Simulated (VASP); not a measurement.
Set up this calculation in VASP 6.6.1, as the native input.

| Property | Result |
| --- | --- |
| Task | single point |
| Functional | PBE |
| Potentials or basis | VASP PAW PBE potentials, release 64 (Ti_sv, Br) |
| Cutoff | 520 eV |
| k mesh | 6 × 6 × 6 |
| Occupations | gaussian, width 0.2 eV |
| Spin | no spin polarisation |
| Dipole correction | no |
| Further INCAR settings | ALGO = Normal; EDIFF = 1e-06; NBANDS = 53 |

The structure of Ti3Br lies in POSCAR:

```
Ti3Br
1.0
   -3.2666101555      0.0000000000     -3.2666101555
   -3.2666101555     -3.2666101555      0.0000000000
   -6.5332203110      3.2666101555      3.2666101555
Ti Br
6 2
Direct
    0.8750000000      0.8750000000      0.3750000000
    0.3750000000      0.3750000000      0.8750000000
    0.6250000000      0.6250000000      0.1250000000
    0.1250000000      0.1250000000      0.6250000000
    0.2500000000      0.2500000000      0.2500000000
    0.7500000000      0.7500000000      0.7500000000
    0.5000000000      0.5000000000      0.5000000000
    1.0000000000      1.0000000000      0.0000000000
```

One way to write it, as run:

INCAR

```
SYSTEM = Ti3Br
ALGO = Normal ; EDIFF = 1E-6
ENCUT = 520 ; GGA = PE
ISIF = 2 ; ISMEAR = 0
LASPH = .True. ; LCHARG = .True.
LELF = .True. ; LREAL = .False.
LVHAR = .True. ; LWAVE = .False.
NBANDS = 53 ; NELM = 60
PREC = Accurate ; SIGMA = 0.2
```

KPOINTS

```
k-points
0
Gamma
  6 6 6
  0 0 0
```

Potentials or basis: VASP PAW PBE potentials, release 64 (Ti_sv, Br).

The run is started by

```sh
$ cat potpaw_PBE.64/Ti_sv/POTCAR potpaw_PBE.64/Br/POTCAR > POTCAR
$ mpirun -np 1 vasp_std > vasp.out
```

Results of the run:

```
Pressure               : 0.0 GPa
Band gap on the k mesh : zero (band 43 reaches 8.91 eV, above the bottom of band 44 at 8.36 eV)
```

Wall time 5.4 min on 1 thread of Oxide Virtual Turin-like Processor, with other jobs on the host, peak memory 0.33 GiB.
